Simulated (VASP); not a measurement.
# AlGa3As4 (P-43m) in VASP: further runs

AlGa3As4 is run at these levels: PBE; tasks: single point, relaxation of cell and atoms.

Everything below comes from runs of VASP 6.6.1. Logs are shortened: lines on timing, memory, paths and dates and some standing lists are left out, and cuts for length are marked.

## Step 1: The cell of the first run

Symmetry: P-43m, No. 215, cubic system. Conventional cell: a = 5.740 Å, b = 5.740 Å, c = 5.740 Å, α = 90.00°, β = 90.00°, γ = 90.00°. Al (site symmetry -43m) has 4 As at 2.48 Å within 3.3 Å. Within 3.3 Å of Ga (site symmetry -42m) lie 4 As at 2.49 Å. As (site symmetry 3m) has 1 Al at 2.48 Å and 3 Ga at 2.49 Å within 3.3 Å.

## Step 2: Single point, PBE

Contents of INCAR:

```
SYSTEM = AlGa3As4
ALGO = Normal
EDIFF = 1E-6
ENCUT = 520
GGA = PE
ISIF = 2
ISMEAR = 0
LASPH = .True.
LCHARG = .False.
LREAL = .False.
LWAVE = .False.
NBANDS = 41
NELM = 60
PREC = Accurate
SIGMA = 0.02
```

Contents of KPOINTS:

```
k-points
0
Gamma
  6 6 6
  0 0 0
```

Contents of POSCAR:

```
AlGa3As4
1.0
    5.7404116180      0.0000000000      0.0000000000
    0.0000000000      5.7404116180      0.0000000000
    0.0000000000      0.0000000000      5.7404116180
Al Ga As
1 3 4
Direct
    0.0000000000      0.0000000000      0.0000000000
    0.0000000000      0.5000000000      0.5000000000
    0.5000000000      0.0000000000      0.5000000000
    0.5000000000      0.5000000000      0.0000000000
    0.7506835312      0.7506835312      0.2493164688
    0.7506835312      0.2493164688      0.7506835312
    0.2493164688      0.7506835312      0.7506835312
    0.2493164688      0.2493164688      0.2493164688
```

Potentials or basis: VASP PAW PBE potentials, release 64 (Al, Ga_d, As).

Run with:

```bash
$ cat potpaw_PBE.64/Al/POTCAR potpaw_PBE.64/Ga_d/POTCAR potpaw_PBE.64/As/POTCAR > POTCAR
$ mpirun -np 1 vasp_std > vasp.out
```

OUTCAR:

```text
SYSTEM = AlGa3As4
   EDIFF = 1E-6
   ENCUT = 520
   GGA = PE
   ISIF = 2
   ISMEAR = 0
   LASPH = .True.
   LREAL = .False.
   NELM = 60
   PREC = Accurate

 ion  position               nearest neighbor table
   1  0.000  0.000  0.000-   8 2.48   6 2.48   7 2.48   5 2.48
   2  0.000  0.500  0.500-   7 2.49   6 2.49   5 2.49   8 2.49
   3  0.500  0.000  0.500-   6 2.49   7 2.49   5 2.49   8 2.49
   4  0.500  0.500  0.000-   5 2.49   6 2.49   7 2.49   8 2.49
   5  0.751  0.751  0.249-   1 2.48   4 2.49   3 2.49   2 2.49
   6  0.751  0.249  0.751-   1 2.48   3 2.49   2 2.49   4 2.49
   7  0.249  0.751  0.751-   1 2.48   2 2.49   3 2.49   4 2.49
   8  0.249  0.249  0.249-   1 2.48   2 2.49   3 2.49   4 2.49

  LATTYP: Found a simple cubic cell.
 ALAT       =     5.7404116180

  Lattice vectors:

 A1 = (   5.7404116180,   0.0000000000,   0.0000000000)
 A2 = (   0.0000000000,   5.7404116180,   0.0000000000)
 A3 = (   0.0000000000,   0.0000000000,   5.7404116180)

Analysis of symmetry for initial positions (statically):
=====================================================================
 Subroutine PRICEL returns:
 Original cell was already a primitive cell.

 Routine SETGRP: Setting up the symmetry group for a
 simple cubic supercell.

 Subroutine GETGRP returns: Found 24 space group operations
 (whereof 24 operations were pure point group operations)
 out of a pool of 48 trial point group operations.

The static configuration has the point symmetry T_d .

Analysis of symmetry for dynamics (positions and initial velocities):
=====================================================================
 Subroutine PRICEL returns:
 Original cell was already a primitive cell.

 Routine SETGRP: Setting up the symmetry group for a
 simple cubic supercell.

 Subroutine GETGRP returns: Found 24 space group operations
 (whereof 24 operations were pure point group operations)
 out of a pool of 48 trial point group operations.

The dynamic configuration has the point symmetry T_d .

 Subroutine INISYM returns: Found 24 space group operations
 (whereof 24 operations are pure point group operations),
 and found     1 'primitive' translations

----------------------------------------------------------------------------------------

                                     Primitive cell

  volume of cell :     189.1599

  direct lattice vectors                    reciprocal lattice vectors
     5.740411618  0.000000000  0.000000000     0.174203536  0.000000000  0.000000000
     0.000000000  5.740411618  0.000000000     0.000000000  0.174203536  0.000000000
     0.000000000  0.000000000  5.740411618     0.000000000  0.000000000  0.174203536

  length of vectors
     5.740411618  5.740411618  5.740411618     0.174203536  0.174203536  0.174203536

  position of ions in fractional coordinates (direct lattice)
     0.000000000  0.000000000  0.000000000
     0.000000000  0.500000000  0.500000000
     0.500000000  0.000000000  0.500000000
     0.500000000  0.500000000  0.000000000
     0.750683531  0.750683531  0.249316469
     0.750683531  0.249316469  0.750683531
     0.249316469  0.750683531  0.750683531
     0.249316469  0.249316469  0.249316469

  ion indices of the primitive-cell ions
   primitive index   ion index
                 1           1
                 2           2
                 3           3
                 4           4
                 5           5
                 6           6
                 7           7
                 8           8

----------------------------------------------------------------------------------------

 KPOINTS: k-points

Automatic generation of k-mesh.
 Grid dimensions read from file:
 generate k-points for:    6    6    6

 Generating k-lattice:

  Cartesian coordinates                     Fractional coordinates (reciprocal lattice)
     0.029033923  0.000000000  0.000000000     0.166666667  0.000000000  0.000000000
     0.000000000  0.029033923  0.000000000     0.000000000  0.166666667  0.000000000
     0.000000000  0.000000000  0.029033923     0.000000000  0.000000000  0.166666667

  Length of vectors
     0.029033923  0.029033923  0.029033923

  Shift w.r.t. Gamma in fractional coordinates (k-lattice)
     0.000000000  0.000000000  0.000000000

 Subroutine IBZKPT returns following result:
 ===========================================

 Found     20 irreducible k-points:

 Following reciprocal coordinates:
            Coordinates               Weight
  0.000000  0.000000  0.000000      1.000000
  0.166667  0.000000  0.000000      6.000000
  0.333333  0.000000  0.000000      6.000000
  0.500000  0.000000  0.000000      3.000000
  0.166667  0.166667  0.000000     12.000000
  0.333333  0.166667  0.000000     24.000000
[... 12 lines left out ...]
  0.500000  0.500000  0.333333      6.000000
  0.500000  0.500000  0.500000      1.000000
   k-points           NKPTS =     20   k-points in BZ     NKDIM =     20   number of bands    NBANDS=     41
[... 42 lines left out ...]
   GGA     = PE    functional components
   LHFCALC =     F    Hartree Fock is set to
   AEXX    =    0.0000 exact exchange contribution
   IVDW    =     0    specifies the selected vdW correction
   LEPSILON=     F    determine dielectric tensor
   LRPA    =     F    only Hartree local field effects (RPA)
 non-spin polarized calculation
 Gauss-broadening in eV      SIGMA  =   0.02
  energy-cutoff  :      520.00
  volume of cell :      189.16
 maximum number of plane-waves:      5125
 NGX is ok and might be reduce to    48
   NGX = 21   NGY = 21   NGZ = 21

 number of electron      62.0000051 magnetization

 Free energy of the ion-electron system (eV)
  ---------------------------------------------------
  ext. energy  EPLUGINS =         0.00000000
  ---------------------------------------------------
  free energy    TOTEN  =       -34.19449914 eV

  energy without entropy =      -34.19449914  energy(sigma->0) =      -34.19449914

 E-fermi :   3.6395     XC(G=0):  -9.2588

 val. band max:        3.5041316750   @ k =   0.0000   0.0000   0.0000
 cond. band min:       4.0500046551   @ k =   0.0000   0.0000   0.0000
 fundamental gap:      0.5458729801
 Fermi energy:         3.6394847509

 k-point     1 :       0.0000    0.0000    0.0000
  band No.  band energies     occupation
      1     -11.1863      2.00000
      2     -11.1863      2.00000
      3     -11.1863      2.00000
      4     -11.1075      2.00000
      5     -11.1075      2.00000
      6     -11.1075      2.00000
[... 33 lines left out ...]
     40       7.3565      0.00000
     41       7.3565      0.00000

 k-point     2 :       0.1667    0.0000    0.0000
  band No.  band energies     occupation
      1     -11.1844      2.00000
      2     -11.1844      2.00000
      3     -11.1836      2.00000
      4     -11.1123      2.00000
      5     -11.1070      2.00000
      6     -11.1070      2.00000
[... 33 lines left out ...]
     40       7.7752      0.00000
     41       7.7752      0.00000

 k-point     3 :       0.3333    0.0000    0.0000
  band No.  band energies     occupation
      1     -11.1802      2.00000
      2     -11.1802      2.00000
      3     -11.1770      2.00000
      4     -11.1228      2.00000
      5     -11.1052      2.00000
      6     -11.1052      2.00000
[... 33 lines left out ...]
     40       8.7625      0.00000
     41       8.7625      0.00000

 k-point     4 :       0.5000    0.0000    0.0000
  band No.  band energies     occupation
      1     -11.1779      2.00000
      2     -11.1779      2.00000
      3     -11.1726      2.00000
      4     -11.1290      2.00000
      5     -11.1019      2.00000
      6     -11.1019      2.00000
[... 649 lines left out ...]
     40       8.5316      0.00000
     41       8.6485      0.00000

 k-point    19 :       0.5000    0.5000    0.3333
  band No.  band energies     occupation
      1     -11.1851      2.00000
      2     -11.1580      2.00000
      3     -11.1580      2.00000
      4     -11.1576      2.00000
      5     -11.1045      2.00000
      6     -11.1045      2.00000
[... 33 lines left out ...]
     40       8.1206      0.00000
     41       8.3791      0.00000

 k-point    20 :       0.5000    0.5000    0.5000
  band No.  band energies     occupation
      1     -11.1858      2.00000
      2     -11.1583      2.00000
      3     -11.1583      2.00000
      4     -11.1583      2.00000
      5     -11.1053      2.00000
      6     -11.1053      2.00000
[... 33 lines left out ...]
     40       8.1818      0.00000
     41       8.2416      0.00000

------------------------ aborting loop because EDIFF is reached ----------------------------------------

  FORCE on cell =-STRESS in cart. coord.  units (eV):
  Direction    XX          YY          ZZ          XY          YZ          ZX
  --------------------------------------------------------------------------------------
  -------------------------------------------------------------------------------------
  Total        0.2350565      0.2350565      0.2350565     -0.0000000     -0.0000000      0.0000000
  in kB        1.9909197      1.9909197      1.9909197     -0.0000000     -0.0000000      0.0000000
  external PRESSURE =       1.9909197 kB  Pullay stress =       0.0000000 kB

 VOLUME and BASIS-vectors are now :
 -----------------------------------------------------------------------------
  energy-cutoff  :      520.00
  volume of cell :      189.16
      direct lattice vectors                 reciprocal lattice vectors
     5.740411618  0.000000000  0.000000000     0.174203536  0.000000000  0.000000000
     0.000000000  5.740411618  0.000000000     0.000000000  0.174203536  0.000000000
     0.000000000  0.000000000  5.740411618     0.000000000  0.000000000  0.174203536

 POSITION                                       TOTAL-FORCE (eV/Angst)
 -----------------------------------------------------------------------------------
      0.00000      0.00000      0.00000         0.000000     -0.000000     -0.000000
      0.00000      2.87021      2.87021         0.000000     -0.000000     -0.000000
      2.87021      0.00000      2.87021         0.000000     -0.000000     -0.000000
      2.87021      2.87021      0.00000         0.000000     -0.000000     -0.000000
      4.30923      4.30923      1.43118         0.001563      0.001563     -0.001563
      4.30923      1.43118      4.30923         0.001563     -0.001563      0.001563
      1.43118      4.30923      4.30923        -0.001563      0.001563      0.001563
      1.43118      1.43118      1.43118        -0.001563     -0.001563     -0.001563
 -----------------------------------------------------------------------------------
    total drift:                                0.000000      0.000000     -0.000000

  FREE ENERGIE OF THE ION-ELECTRON SYSTEM (eV)
  ---------------------------------------------------
  free  energy   TOTEN  =       -34.1944991442 eV

  energy  without entropy=      -34.1944991442  energy(sigma->0) =      -34.19449914
```

It took 89 s on 1 thread of Intel Xeon 6975P-C (Granite Rapids), shared host; peak memory 0.4 GiB.

Results:

```
Free energy            : -34.1945 eV
Pressure               : 0.2 GPa
Band gap on the k mesh : 0.55 eV
```

Forces in eV/Å, atoms in the order of the input:
```
Al   0.000  0.000  0.000
Ga   0.000  0.000  0.000
Ga   0.000  0.000  0.000
Ga   0.000  0.000  0.000
As   0.002  0.002 -0.002
As   0.002 -0.002  0.002
As  -0.002  0.002  0.002
As  -0.002 -0.002 -0.002
```

Levels at points of the mesh, in eV from the valence-band top:
```
           k point  band 29  band 30  band 31  band 32  band 33  band 34
(0.00, 0.00, 0.00)     0.00     0.00     0.00     0.55     1.56     1.56
(0.50, 0.00, 0.00)    -1.54    -1.45    -1.45     2.03     2.23     3.22
(0.50, 0.50, 0.00)    -1.08    -1.08    -0.99     2.59     2.74     2.74
(0.50, 0.50, 0.50)    -0.95    -0.95    -0.95     0.94     0.94     0.94
```

Caveat: semilocal functionals underestimate gaps, and a narrow one can read as zero. A k mesh can miss the band edges.

## Step 3: Relaxation of cell and atoms, PBE

This run uses another cell than the first one, of 20.84 Å³/atom.

Contents of INCAR:

```
SYSTEM = AlGa3As4
PREC = Accurate
ENCUT = 600
EDIFF = 1E-6
ISMEAR = 0
SIGMA = 0.1
LREAL = .False.
LASPH = .True.
NELM = 80
ALGO = Normal
ISIF = 3
LWAVE = .False.
LCHARG = .False.
GGA = PE
IBRION = 2
NSW = 90
EDIFFG = -0.04
```

Contents of KPOINTS:

```
Automatic mesh
0
Gamma
  4 4 4
  0 0 0
```

Contents of POSCAR:

```
AlGa3As4
1.0
    5.5041080800      0.0000000000      0.0000000000
    0.0000000000      5.5041080800      0.0000000000
    0.0000000000      0.0000000000      5.5041080800
Al Ga As
1 3 4
Direct
    0.0000000000      0.0000000000      0.0000000000
    0.0000000000      0.5000000000      0.5000000000
    0.5000000000      0.0000000000      0.5000000000
    0.5000000000      0.5000000000      0.0000000000
    0.7500000000      0.7500000000      0.2500000000
    0.7500000000      0.2500000000      0.7500000000
    0.2500000000      0.7500000000      0.7500000000
    0.2500000000      0.2500000000      0.2500000000
```

Potentials or basis: VASP PAW PBE potentials, release 64 (Al, Ga_d, As).

Run with:

```bash
$ cat potpaw_PBE.64/Al/POTCAR potpaw_PBE.64/Ga_d/POTCAR potpaw_PBE.64/As/POTCAR > POTCAR
$ mpirun -np 1 vasp_std > vasp.out
```

Wall time 3 min (1 thread of Intel Xeon 6975P-C (Granite Rapids), shared host); peak memory 0.37 GiB.

It converged, with:

```
Free energy                           : -34.1728 eV
Relaxed volume                        : 23.64 Å³/atom
Relaxed cell                          : a = 5.740 Å, b = 5.740 Å, c = 5.740 Å, α = 90.00°, β = 90.00°, γ = 90.00°
Space group after relaxing (to 0.1 Å) : P-43m (No. 215)
Energy gained by relaxing             : 85.7 meV/atom
Ionic steps                           : 5
Pressure after relaxing               : 0.2 GPa
Band gap on the k mesh                : 0.54 eV
```

Step by step:
```tsv
step	energy change (eV)	largest force (eV/Å)	pressure (GPa)	volume (Å³)
1	0.0000	0.0857	10.81	166.75
2	-0.5245	0.0475	-3.55	203.02
3	-0.6855	0.0531	-0.01	189.59
4	-0.6852	0.0533	0.19	189.11
5	-0.6856	0.0249	0.16	189.12
```

Final structure:
```xyz
8
Lattice="5.7400 0.0000 0.0000 0.0000 5.7400 0.0000 0.0000 0.0000 5.7400" Properties=species:S:1:pos:R:3 pbc="T T T"
Al    5.7400    0.0000    5.7400
Ga    5.7400    2.8700    2.8700
Ga    2.8700    0.0000    2.8700
Ga    2.8700    2.8700    5.7400
As    4.3080    4.3080    1.4320
As    4.3080    1.4320    4.3080
As    1.4320    4.3080    4.3080
As    1.4320    1.4320    1.4320
```

Levels at points of the mesh, in eV from the valence-band top:
```tsv
k point	band 28	band 29	band 30	band 31	band 32	band 33	band 34	band 35
(0.00, 0.00, 0.00)	-2.40	0.00	0.00	0.00	0.54	1.56	1.56	1.56
(0.50, 0.00, 0.00)	-1.54	-1.54	-1.45	-1.45	2.03	2.23	3.22	3.28
(0.50, 0.50, 0.00)	-1.09	-1.08	-1.08	-1.00	2.60	2.74	2.74	3.15
(0.50, 0.50, 0.50)	-0.98	-0.95	-0.95	-0.95	0.94	0.94	0.94	1.88
```

Caveat: semilocal functionals underestimate gaps, and a narrow one can read as zero. A k mesh can miss the band edges.

## Step 4: Relaxation of cell and atoms, PBE

This run uses another cell than the first one, of 23.52 Å³/atom.

Contents of INCAR:

```
SYSTEM = AlGa3As4
  PREC = Accurate
  ENCUT = 600
  EDIFF = 1E-6
  ISMEAR = 0
  SIGMA = 0.02
  LREAL = .FALSE.
  LASPH = .TRUE.
  NELM = 100
  ALGO = Normal
  ISIF = 3
  LWAVE = .FALSE.
  LCHARG = .FALSE.
  GGA = PE
  IBRION = 2
  NSW = 100
  EDIFFG = -0.01
```

Contents of KPOINTS:

```
Automatic mesh
0
G
  6 6 6
  0 0 0
```

Contents of POSCAR:

```
AlGa3As4
1.0
    5.7299542620      0.0000000000      0.0000000000
    0.0000000000      5.7299542620      0.0000000000
    0.0000000000      0.0000000000      5.7299542620
Al Ga As
1 3 4
Direct
    0.0000000000      0.0000000000      0.0000000000
    0.0000000000      0.5000000000      0.5000000000
    0.5000000000      0.0000000000      0.5000000000
    0.5000000000      0.5000000000      0.0000000000
    0.7506467550      0.7506467550      0.2493532450
    0.7506467550      0.2493532450      0.7506467550
    0.2493532450      0.7506467550      0.7506467550
    0.2493532450      0.2493532450      0.2493532450
```

Run with:

```bash
$ cat potpaw_PBE.64/Al/POTCAR potpaw_PBE.64/Ga_d/POTCAR potpaw_PBE.64/As/POTCAR > POTCAR
$ mpirun -np 1 vasp_std > vasp.out
```

Wall time 3.5 min (1 thread of Intel Xeon 6975P-C (Granite Rapids), shared host); peak memory 0.43 GiB.

It converged, with:

```
Free energy                           : -34.1942 eV
Relaxed volume                        : 23.71 Å³/atom
Relaxed cell                          : a = 5.746 Å, b = 5.746 Å, c = 5.746 Å, α = 90.00°, β = 90.00°, γ = 90.00°
Space group after relaxing (to 0.1 Å) : P-43m (No. 215)
Energy gained by relaxing             : 0.3 meV/atom
Ionic steps                           : 3
Pressure after relaxing               : 0.0 GPa
Largest force after relaxing          : 0.005 eV/Å
Band gap on the k mesh                : 0.52 eV
```

Forces in eV/Å, atoms in the order of the input:
```
Al   0.000  0.000  0.000
Ga   0.000  0.000  0.000
Ga   0.000  0.000  0.000
Ga   0.000  0.000  0.000
As   0.003  0.003 -0.003
As   0.003 -0.003  0.003
As  -0.003  0.003  0.003
As  -0.003 -0.003 -0.003
```

Step by step:
```tsv
step	energy change (eV)	largest force (eV/Å)	pressure (GPa)	volume (Å³)
1	0.0000	0.0059	0.52	188.13
2	-0.0024	0.0054	-0.17	190.21
3	-0.0026	0.0052	0.02	189.72
```

Final structure:
```cif
data_structure
_symmetry_space_group_name_H-M 'P 1'
_symmetry_Int_Tables_number 1
_cell_length_a 5.7460
_cell_length_b 5.7460
_cell_length_c 5.7460
_cell_angle_alpha 90.000
_cell_angle_beta 90.000
_cell_angle_gamma 90.000
_cell_volume 189.72
loop_
_atom_site_label
_atom_site_type_symbol
_atom_site_fract_x
_atom_site_fract_y
_atom_site_fract_z
_atom_site_occupancy
Al1 Al 0.00000 0.00000 0.00000 1
Ga1 Ga 0.00000 0.50000 0.50000 1
Ga2 Ga 0.50000 0.00000 0.50000 1
Ga3 Ga 0.50000 0.50000 0.00000 1
As1 As 0.75067 0.75067 0.24933 1
As2 As 0.75067 0.24933 0.75067 1
As3 As 0.24933 0.75067 0.75067 1
As4 As 0.24933 0.24933 0.24933 1
```

Levels at points of the mesh, in eV from the valence-band top:
```tsv
k point	band 29	band 30	band 31	band 32	band 33	band 34
(0.00, 0.00, 0.00)	0.00	0.00	0.00	0.52	1.57	1.57
(0.50, 0.00, 0.00)	-1.54	-1.44	-1.44	2.03	2.23	3.21
(0.50, 0.50, 0.00)	-1.08	-1.08	-0.99	2.59	2.73	2.73
(0.50, 0.50, 0.50)	-0.94	-0.94	-0.94	0.93	0.93	0.93
```

Caveat: semilocal functionals underestimate gaps, and a narrow one can read as zero. A k mesh can miss the band edges.

## Step 5: Overview

```tsv
task	cell	k mesh	cutoff (eV)	smearing	gap on the mesh (eV)	pressure (GPa)	relaxed volume (Å³/atom)
single point	a = 5.740 Å, 8 atoms, atomic positions A	6 × 6 × 6	520	gaussian 0.02 eV	0.55	0.2	-
relaxation of cell and atoms	relaxed from a = 5.504 Å, 8 atoms, atomic positions B	4 × 4 × 4	600	gaussian 0.1 eV	0.54	0.2	23.64
relaxation of cell and atoms	relaxed from a = 5.730 Å, 8 atoms, atomic positions A	6 × 6 × 6	600	gaussian 0.02 eV	0.52	0.0	23.71
```

Alike in all rows: level PBE; potentials or basis VASP PAW PBE potentials, release 64 (Al, Ga_d, As); no spin polarisation.

Caveats: semilocal functionals underestimate gaps, and a narrow one can read as zero.

Total energies depend on the potentials used, so only differences within one code and one set of settings carry meaning.
